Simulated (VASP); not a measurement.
# GaC2 (Pn-3m) in VASP: a series of runs

GaC2 is run at these levels: PBE; tasks: single point, relaxation of cell and atoms.

All numbers are computed with VASP 6.6.1; they aren't measurements. Logs are shortened: lines on timing, memory, paths and dates and some standing lists are left out, and cuts for length are marked.

## (1) The cell of the first run

Symmetry: Pn-3m, No. 224, cubic system. The conventional cell has a = 4.475 Å, b = 4.475 Å, c = 4.475 Å, α = 90.00°, β = 90.00°, γ = 90.00°. Ga (site symmetry -43m) has 4 C at 1.94 Å within 2.6 Å. Within 2.6 Å of C (site symmetry -3m) lie 2 Ga at 1.94 Å.

## (2) Single point, PBE

Contents of INCAR:

```
SYSTEM = GaC2
PREC = Accurate
ENCUT = 600
EDIFF = 1E-6
ISMEAR = 0
SIGMA = 0.1
LREAL = .False.
LASPH = .True.
NELM = 120
ALGO = Normal
ISIF = 2
LWAVE = .False.
LCHARG = .True.
GGA = PE
LELF = .True.
LVHAR = .True.
NBANDS = 30
GGA_COMPAT = .False.
```

Contents of KPOINTS:

```
Automatic mesh
0
Gamma
  8 8 8
  0 0 0
```

Contents of POSCAR:

```
GaC2
1.0
    4.4753110929      0.0000000000      0.0000000000
    0.0000000000      4.4753110929      0.0000000000
    0.0000000000      0.0000000000      4.4753110929
Ga C
2 4
Direct
    0.0000000000      0.0000000000      0.0000000000
    0.5000000000      0.5000000000      0.5000000000
    0.2500000000      0.2500000000      0.2500000000
    0.2500000000      0.7500000000      0.7500000000
    0.7500000000      0.7500000000      0.2500000000
    0.7500000000      0.2500000000      0.7500000000
```

Potentials or basis: VASP PAW PBE potentials, release 64 (Ga_d, C).

The run is started by

```sh
> cat potpaw_PBE.64/Ga_d/POTCAR potpaw_PBE.64/C/POTCAR > POTCAR
> mpirun -np 1 vasp_std > vasp.out
```

OUTCAR:

```text
SYSTEM = GaC2
   PREC = Accurate
   ENCUT = 600
   EDIFF = 1E-6
   ISMEAR = 0
   LREAL = .False.
   LASPH = .True.
   NELM = 120
   ISIF = 2
   GGA = PE

 ion  position               nearest neighbor table
   1  0.000  0.000  0.000-   3 1.94   4 1.94   5 1.94   6 1.94
   2  0.500  0.500  0.500-   3 1.94   4 1.94   5 1.94   6 1.94
   3  0.250  0.250  0.250-   1 1.94   2 1.94
   4  0.250  0.750  0.750-   1 1.94   2 1.94
   5  0.750  0.750  0.250-   1 1.94   2 1.94
   6  0.750  0.250  0.750-   1 1.94   2 1.94

  LATTYP: Found a simple cubic cell.
 ALAT       =     4.4753110929

  Lattice vectors:

 A1 = (   4.4753110929,   0.0000000000,   0.0000000000)
 A2 = (   0.0000000000,   4.4753110929,   0.0000000000)
 A3 = (   0.0000000000,   0.0000000000,   4.4753110929)

Analysis of symmetry for initial positions (statically):
=====================================================================
 Subroutine PRICEL returns:
 Original cell was already a primitive cell.

 Routine SETGRP: Setting up the symmetry group for a
 simple cubic supercell.

 Subroutine GETGRP returns: Found 48 space group operations
 (whereof 24 operations were pure point group operations)
 out of a pool of 48 trial point group operations.

The static configuration has the point symmetry T_d .
 The point group associated with its full space group is O_h .

Analysis of symmetry for dynamics (positions and initial velocities):
=====================================================================
 Subroutine PRICEL returns:
 Original cell was already a primitive cell.

 Routine SETGRP: Setting up the symmetry group for a
 simple cubic supercell.

 Subroutine GETGRP returns: Found 48 space group operations
 (whereof 24 operations were pure point group operations)
 out of a pool of 48 trial point group operations.

The dynamic configuration has the point symmetry T_d .
 The point group associated with its full space group is O_h .

 Subroutine INISYM returns: Found 48 space group operations
 (whereof 24 operations are pure point group operations),
 and found     1 'primitive' translations

----------------------------------------------------------------------------------------

                                     Primitive cell

  volume of cell :      89.6334

  direct lattice vectors                    reciprocal lattice vectors
     4.475311093  0.000000000  0.000000000     0.223448153  0.000000000  0.000000000
     0.000000000  4.475311093  0.000000000     0.000000000  0.223448153  0.000000000
     0.000000000  0.000000000  4.475311093     0.000000000  0.000000000  0.223448153

  length of vectors
     4.475311093  4.475311093  4.475311093     0.223448153  0.223448153  0.223448153

  position of ions in fractional coordinates (direct lattice)
     0.000000000  0.000000000  0.000000000
     0.500000000  0.500000000  0.500000000
     0.250000000  0.250000000  0.250000000
     0.250000000  0.750000000  0.750000000
     0.750000000  0.750000000  0.250000000
     0.750000000  0.250000000  0.750000000

  ion indices of the primitive-cell ions
   primitive index   ion index
                 1           1
                 2           2
                 3           3
                 4           4
                 5           5
                 6           6

----------------------------------------------------------------------------------------

 KPOINTS: Automatic mesh

Automatic generation of k-mesh.
 Grid dimensions read from file:
 generate k-points for:    8    8    8

 Generating k-lattice:

  Cartesian coordinates                     Fractional coordinates (reciprocal lattice)
     0.027931019  0.000000000  0.000000000     0.125000000  0.000000000  0.000000000
     0.000000000  0.027931019  0.000000000     0.000000000  0.125000000  0.000000000
     0.000000000  0.000000000  0.027931019     0.000000000  0.000000000  0.125000000

  Length of vectors
     0.027931019  0.027931019  0.027931019

  Shift w.r.t. Gamma in fractional coordinates (k-lattice)
     0.000000000  0.000000000  0.000000000

 Subroutine IBZKPT returns following result:
 ===========================================

 Found     35 irreducible k-points:

 Following reciprocal coordinates:
            Coordinates               Weight
  0.000000  0.000000  0.000000      1.000000
  0.125000  0.000000  0.000000      6.000000
  0.250000  0.000000  0.000000      6.000000
  0.375000  0.000000  0.000000      6.000000
  0.500000  0.000000  0.000000      3.000000
  0.125000  0.125000  0.000000     12.000000
[... 16 lines left out ...]
  0.375000  0.375000  0.125000     24.000000
  0.500000  0.375000  0.125000     24.000000
 [... further k-points ...]
   k-points           NKPTS =     35   k-points in BZ     NKDIM =     35   number of bands    NBANDS=     30
   number of dos      NEDOS =    301   number of ions     NIONS =      6
   total plane-waves  NPLWV =  46656
   dimension x,y,z NGX =    36 NGY =   36 NGZ =   36
   dimension x,y,z NGXF=    72 NGYF=   72 NGZF=   72
   ions per type =               2   4
   NGX,Y,Z   is equivalent  to a cutoff of  13.37, 13.37, 13.37 a.u.
   NGXF,Y,Z  is equivalent  to a cutoff of  26.75, 26.75, 26.75 a.u.
 SYSTEM =  GaC2
   PREC   = accura    normal or accurate (medium, high low for compatibility)
   ISTART =      0    job   : 0-new  1-cont  2-samecut
   ICHARG =      2    charge: 1-file 2-atom 10-const
   ISPIN  =      1    spin polarized calculation?
   LNONCOLLINEAR =      F non collinear calculations
   LSORBIT =      F    spin-orbit coupling
   LASPH  =      T    aspherical Exc in radial PAW
   ENCUT  =  600.0 eV  44.10 Ry    6.64 a.u.   8.94  8.94  8.94*2*pi/ulx,y,z
   NELM   =    120;   NELMIN=  2; NELMDL= -5     # of ELM steps
   EDIFF  = 0.1E-05   stopping-criterion for ELM
   LREAL  =      F    real-space projection
   EDIFFG = 0.1E-04   stopping-criterion for IOM
   NSW    =      0    number of steps for IOM
   IBRION =     -1    ionic relax: 0-MD 1-quasi-New 2-CG
   NFREE  =      0    steps in history (QN), initial steepest desc. (CG)
   ISIF   =      2    stress and relaxation
   ISYM   =      2    0-nonsym 1-usesym 2-fastsym
   POTIM  = 0.5000    time-step for ionic-motion
   TEBEG  =    0.0;   TEEND  =   0.0 temperature during run
   PSTRESS=    0.0 pullay stress
   NELECT =      42.0000    total number of electrons
   NUPDOWN=      -1.0000    fix difference up-down
   EMIN   =  10.00;   EMAX   =-10.00  energy-range for DOS
   EFERMI =   0.00;   METHOD = LEGACY
   ISMEAR =     0;   SIGMA  =   0.10  broadening in eV -4-tet -1-fermi 0-gaus
   EFERMI_NEDOS =   21; number of points for ismear=-14 and -15
   IALGO  =     38    algorithm
   IMIX   =      4    mixing-type and parameters
     AMIX     =   0.40;   BMIX     =  1.00
     AMIX_MAG =   1.60;   BMIX_MAG =  1.00
  volume/ion in A,a.u.               =      14.94       100.81
  Fermi-wavevector in a.u.,A,eV,Ry     =   1.271554  2.402888 21.998563  1.616849
  Thomas-Fermi vector in A             =   2.404480
   LORBIT       =      0    0 simple, 1 ext, 2 COOP (PROOUT), +10 PAW based schemes
   GGA     = PE    functional components
   LHFCALC =     F    Hartree Fock is set to
   AEXX    =    0.0000 exact exchange contribution
   IVDW    =     0    specifies the selected vdW correction
   LEPSILON=     F    determine dielectric tensor
   LRPA    =     F    only Hartree local field effects (RPA)
 non-spin polarized calculation
 Gauss-broadening in eV      SIGMA  =   0.10
  energy-cutoff  :      600.00
  volume of cell :       89.63
 maximum number of plane-waves:      3016
 NGX is ok and might be reduce to    36
   NGX = 17   NGY = 17   NGZ = 17

 number of electron      41.9999985 magnetization

 Free energy of the ion-electron system (eV)
  ---------------------------------------------------
  ext. energy  EPLUGINS =         0.00000000
  ---------------------------------------------------
  free energy    TOTEN  =       -25.66389997 eV

  energy without entropy =      -25.64228881  energy(sigma->0) =      -25.65309439

 E-fermi :   2.2517     XC(G=0):  -9.9374

 val. band max:        2.2502976932   @ k =   0.3750   0.3750   0.2500
 cond. band min:       2.2819081185   @ k =   0.5000   0.3750   0.2500
 fundamental gap:      0.0316104253
 Fermi energy:         2.2516853195

 k-point     1 :       0.0000    0.0000    0.0000
  band No.  band energies     occupation
      1     -11.6394      2.00000
      2     -11.6394      2.00000
      3     -11.6394      2.00000
      4     -11.4875      2.00000
      5     -11.4875      2.00000
      6     -11.4875      2.00000
[... 22 lines left out ...]
     29       8.2071      0.00000
     30       8.2071      0.00000

 k-point     2 :       0.1250    0.0000    0.0000
  band No.  band energies     occupation
      1     -11.6412      2.00000
      2     -11.6412      2.00000
      3     -11.6360      2.00000
      4     -11.4993      2.00000
      5     -11.4884      2.00000
      6     -11.4884      2.00000
[... 22 lines left out ...]
     29       8.5360      0.00000
     30       8.5360      0.00000

 k-point     3 :       0.2500    0.0000    0.0000
  band No.  band energies     occupation
      1     -11.6453      2.00000
      2     -11.6453      2.00000
      3     -11.6259      2.00000
      4     -11.5269      2.00000
      5     -11.4906      2.00000
      6     -11.4906      2.00000
[... 22 lines left out ...]
     29       9.3743      0.00000
     30       9.3744      0.00000

 k-point     4 :       0.3750    0.0000    0.0000
  band No.  band energies     occupation
      1     -11.6495      2.00000
      2     -11.6495      2.00000
      3     -11.6093      2.00000
      4     -11.5582      2.00000
      5     -11.4927      2.00000
      6     -11.4927      2.00000
[... 616 lines left out ...]
     29      11.5674      0.00000
     30      11.6738      0.00000

 k-point    23 :       0.3750    0.3750    0.1250
  band No.  band energies     occupation
      1     -11.6736      2.00000
      2     -11.6714      2.00000
      3     -11.6342      2.00000
      4     -11.5647      2.00000
      5     -11.4864      2.00000
      6     -11.4819      2.00000
[... 22 lines left out ...]
     29      11.4060      0.00000
     30      11.8733      0.00000

 k-point    24 :       0.5000    0.3750    0.1250
  band No.  band energies     occupation
      1     -11.6765      2.00000
      2     -11.6749      2.00000
      3     -11.6366      2.00000
      4     -11.5671      2.00000
      5     -11.4843      2.00000
      6     -11.4811      2.00000
[... 22 lines left out ...]
     29      12.0745      0.00000
     30      12.1834      0.00000

 [... further k-points ...]

------------------------ aborting loop because EDIFF is reached ----------------------------------------

  FORCE on cell =-STRESS in cart. coord.  units (eV):
  Direction    XX          YY          ZZ          XY          YZ          ZX
  --------------------------------------------------------------------------------------
  -------------------------------------------------------------------------------------
  Total       -0.1469632     -0.1469632     -0.1469632      0.0000000      0.0000000      0.0000000
  in kB       -2.6269368     -2.6269368     -2.6269368      0.0000000      0.0000000      0.0000000
  external PRESSURE =      -2.6269368 kB  Pullay stress =       0.0000000 kB

 VOLUME and BASIS-vectors are now :
 -----------------------------------------------------------------------------
  energy-cutoff  :      600.00
  volume of cell :       89.63
      direct lattice vectors                 reciprocal lattice vectors
     4.475311093  0.000000000  0.000000000     0.223448153  0.000000000  0.000000000
     0.000000000  4.475311093  0.000000000     0.000000000  0.223448153  0.000000000
     0.000000000  0.000000000  4.475311093     0.000000000  0.000000000  0.223448153

 POSITION                                       TOTAL-FORCE (eV/Angst)
 -----------------------------------------------------------------------------------
      0.00000      0.00000      0.00000         0.000000     -0.000000      0.000000
      2.23766      2.23766      2.23766        -0.000000      0.000000      0.000000
      1.11883      1.11883      1.11883        -0.000000     -0.000000     -0.000000
      1.11883      3.35648      3.35648        -0.000000      0.000000     -0.000000
      3.35648      3.35648      1.11883         0.000000     -0.000000      0.000000
      3.35648      1.11883      3.35648         0.000000      0.000000      0.000000
 -----------------------------------------------------------------------------------
    total drift:                                0.000000      0.000000      0.000000

  FREE ENERGIE OF THE ION-ELECTRON SYSTEM (eV)
  ---------------------------------------------------
  free  energy   TOTEN  =       -25.6638999669 eV

  energy  without entropy=      -25.6422888118  energy(sigma->0) =      -25.65309439
```

It took 76 s on 1 thread of Intel Xeon Platinum 8488C (Sapphire Rapids), shared host; peak memory 0.25 GiB.

What came out:

| Quantity | Value |
| --- | --- |
| Free energy | -25.6639 eV |
| Pressure | -0.3 GPa |
| Band gap on the k mesh | zero (bands 21 and 22 overlap by 1.23 eV) |

## (3) Relaxation of cell and atoms, PBE

Contents of INCAR:

```
SYSTEM = GaC2
ALGO     = Normal         ! electronic algorithm
EDIFF    = 1E-7           ! SCF threshold, eV
EDIFFG   = -0.01          ! ionic threshold
ENCUT    = 600            ! plane-wave cutoff, eV
GGA      = PE             ! functional
GGA_COMPAT= .False.      
IBRION   = 2              ! ionic algorithm
ISIF     = 3              ! what is computed and relaxed
ISMEAR   = 0              ! smearing method
LASPH    = .True.         ! aspherical terms in the spheres
LCHARG   = .False.        ! write CHGCAR
LREAL    = .False.        ! projectors in reciprocal space
LWAVE    = .False.        ! write WAVECAR
NELM     = 120            ! most SCF steps
NELMIN   = 4            
NSW      = 100            ! ionic steps
PREC     = Accurate       ! precision mode
SIGMA    = 0.1            ! smearing width, eV
```

Contents of KPOINTS:

```
k-points
0
Gamma
  8 8 8
  0 0 0
```

POSCAR: that of step 2 with these lines changed.

```diff
@@ -2,5 +2,5 @@
 1.0
-    4.4753110929      0.0000000000      0.0000000000
-    0.0000000000      4.4753110929      0.0000000000
-    0.0000000000      0.0000000000      4.4753110929
+    4.4771669466      0.0000000000      0.0000000000
+    0.0000000000      4.4771669466      0.0000000000
+    0.0000000000      0.0000000000      4.4771669466
 Ga C
```

Potentials or basis: VASP PAW PBE potentials, release 64 (Ga_d, C).

The run is started by

```sh
> cat potpaw_PBE.64/Ga_d/POTCAR potpaw_PBE.64/C/POTCAR > POTCAR
> mpirun -np 1 vasp_std > vasp.out
```

OUTCAR:

```text
SYSTEM = GaC2
   EDIFF = 1E-7
   EDIFFG = -0.01
   ENCUT = 600
   GGA = PE
   IBRION = 2
   ISIF = 3
   ISMEAR = 0
   LASPH = .True.
   LREAL = .False.
   NELM = 120
   NELMIN = 4
   NSW = 100
   PREC = Accurate

 ion  position               nearest neighbor table
   1  0.000  0.000  0.000-   3 1.94   4 1.94   5 1.94   6 1.94
   2  0.500  0.500  0.500-   3 1.94   4 1.94   5 1.94   6 1.94
   3  0.250  0.250  0.250-   1 1.94   2 1.94
   4  0.250  0.750  0.750-   1 1.94   2 1.94
   5  0.750  0.750  0.250-   1 1.94   2 1.94
   6  0.750  0.250  0.750-   1 1.94   2 1.94

  LATTYP: Found a simple cubic cell.
 ALAT       =     4.4771669466

  Lattice vectors:

 A1 = (   4.4771669466,   0.0000000000,   0.0000000000)
 A2 = (   0.0000000000,   4.4771669466,   0.0000000000)
 A3 = (   0.0000000000,   0.0000000000,   4.4771669466)

Analysis of symmetry for initial positions (statically):
=====================================================================
 Subroutine PRICEL returns:
 Original cell was already a primitive cell.

[... 184 lines left out ...]

  FORCE on cell =-STRESS in cart. coord.  units (eV):
  Direction    XX          YY          ZZ          XY          YZ          ZX
  --------------------------------------------------------------------------------------
  -------------------------------------------------------------------------------------
  Total       -0.2284128     -0.2284128     -0.2284128      0.0000000     -0.0000000      0.0000000
  in kB       -4.0777559     -4.0777559     -4.0777559      0.0000000     -0.0000000      0.0000000
  external PRESSURE =      -4.0777559 kB  Pullay stress =       0.0000000 kB
[... 67 lines left out ...]
--------------------------------------- Ionic step        3  -------------------------------------------

 number of electron      41.9999981 magnetization

 Free energy of the ion-electron system (eV)
  ---------------------------------------------------
  ext. energy  EPLUGINS =         0.00000000
  ---------------------------------------------------
  free energy    TOTEN  =       -25.66421005 eV

  energy without entropy =      -25.64258716  energy(sigma->0) =      -25.65339861

 E-fermi :   2.2733     XC(G=0):  -9.9510

 val. band max:        2.2645934648   @ k =   0.5000   0.2500   0.2500
 cond. band min:       2.2736660002   @ k =   0.3750   0.3750   0.2500
 fundamental gap:      0.0090725355
 Fermi energy:         2.2732550526

 k-point     1 :       0.0000    0.0000    0.0000
  band No.  band energies     occupation
      1     -11.6204      2.00000
      2     -11.6204      2.00000
      3     -11.6204      2.00000
      4     -11.4674      2.00000
      5     -11.4674      2.00000
      6     -11.4674      2.00000
[... 661 lines left out ...]
     24       3.3047      0.00000
     25       3.9155      0.00000

 [... further k-points ...]

------------------------ aborting loop because EDIFF is reached ----------------------------------------

  FORCE on cell =-STRESS in cart. coord.  units (eV):
  Direction    XX          YY          ZZ          XY          YZ          ZX
  --------------------------------------------------------------------------------------
  -------------------------------------------------------------------------------------
  Total        0.0082172      0.0082172      0.0082172     -0.0000000      0.0000000      0.0000000
  in kB        0.1473205      0.1473205      0.1473205     -0.0000000      0.0000000      0.0000000
  external PRESSURE =       0.1473205 kB  Pullay stress =       0.0000000 kB
[... 21 lines left out ...]
  FREE ENERGIE OF THE ION-ELECTRON SYSTEM (eV)
  ---------------------------------------------------
  free  energy   TOTEN  =       -25.6642100511 eV

  energy  without entropy=      -25.6425871605  energy(sigma->0) =      -25.65339861

 reached required accuracy - stopping structural energy minimisation
```

Wall time 2.4 min (1 thread of Intel Xeon Platinum 8488C (Sapphire Rapids), shared host); peak memory 0.26 GiB.

What came out:

| Property | Result |
| --- | --- |
| Free energy | -25.6642 eV |
| Relaxed volume | 14.89 Å³/atom |
| Relaxed cell | a = 4.471 Å, b = 4.471 Å, c = 4.471 Å, α = 90.00°, β = 90.00°, γ = 90.00° |
| Space group after relaxing (to 0.1 Å) | Pn-3m (No. 224) |
| Energy gained by relaxing | 0.1 meV/atom |
| Ionic steps | 3 |
| Pressure after relaxing | 0.0 GPa |
| Band gap on the k mesh | zero (bands 21 and 22 overlap by 1.24 eV) |

Step by step:
| step | energy change (eV) | largest force (eV/Å) | pressure (GPa) | volume (Å³) |
| --- | --- | --- | --- | --- |
| 1 | 0.0000 | 0.0000 | -0.41 | 89.74 |
| 2 | -0.0004 | 0.0000 | 0.11 | 89.25 |
| 3 | -0.0005 | 0.0000 | 0.01 | 89.37 |

Final structure:
```xyz
6
Lattice="4.4708 0.0000 0.0000 0.0000 4.4708 0.0000 0.0000 0.0000 4.4708" Properties=species:S:1:pos:R:3 pbc="T T T"
Ga    0.0000    0.0000    0.0000
Ga    2.2354    2.2354    2.2354
C     1.1177    1.1177    1.1177
C     1.1177    3.3531    3.3531
C     3.3531    3.3531    1.1177
C     3.3531    1.1177    3.3531
```
